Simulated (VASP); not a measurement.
Write the native input for VASP 6.6.1 that does the following.

| Item | Value |
| --- | --- |
| Task | single point |
| Functional | PBEsol |
| Potentials or basis | VASP PAW PBE potentials, release 64 (Cu) |
| Cutoff | 520 eV |
| k mesh | 15 × 15 × 1 |
| Occupations | gaussian, width 0.1 eV |
| Spin | no spin polarisation |
| Dipole correction | yes |
| Further INCAR settings | ALGO = Fast; EDIFF = 1e-06; NBANDS = 48 |

The structure of Cu lies in POSCAR:

```
Cu
1.0
    2.5196845643      0.0000000000      0.0000000000
   -1.2598422821      2.1821108422      0.0000000000
    0.0000000000      0.0000000000     27.3438829904
Cu
7
Direct
    0.6666666667      0.3333333333      0.2748098268
    0.3333333333      0.6666666667      0.3493780812
    0.0000000000      0.0000000000      0.4245921347
    0.6666666667      0.3333333333      0.5000000015
    0.3333333333      0.6666666667      0.5754078682
    0.0000000000      0.0000000000      0.6506219181
    0.6666666667      0.3333333333      0.7251901695
```

The input as run:

INCAR

```
SYSTEM = Cu
ALGO     = Fast           ! electronic algorithm
DIPOL    = 0.5 0.5 0.500
EDIFF    = 1E-6           ! SCF threshold, eV
ENCUT    = 520            ! plane-wave cutoff, eV
GGA      = PS             ! functional
IDIPOL   = 3            
ISIF     = 2              ! what is computed and relaxed
ISMEAR   = 0              ! smearing method
LASPH    = .TRUE.         ! aspherical terms in the spheres
LCHARG   = .TRUE.         ! write CHGCAR
LDIPOL   = .TRUE.       
LELF     = .TRUE.         ! ELF
LREAL    = .FALSE.        ! projectors in reciprocal space
LVACPOTAV= .TRUE.       
LVHAR    = .TRUE.       
LWAVE    = .FALSE.        ! write WAVECAR
NBANDS   = 48             ! bands
NELM     = 100            ! most SCF steps
PREC     = Accurate       ! precision mode
SIGMA    = 0.1            ! smearing width, eV
```

KPOINTS

```
k-points
0
G
  15 15 1
  0 0 0
```

Potentials or basis: VASP PAW PBE potentials, release 64 (Cu).

Launch:

```console
$ cat potpaw_PBE.64/Cu/POTCAR > POTCAR
$ mpirun -np 1 vasp_std > vasp.out
```

It gave:

The largest force is 0.027 eV/Å and the band gap on the k mesh is zero (an odd number of electrons rules out a gap without spin polarisation).

Caveat: the PAW data sets were made with another functional, which shifts forces and pressure a little.

Run time: 11 min on 1 thread of Intel Xeon 8259CL (shared host), peak memory 0.35 GiB.
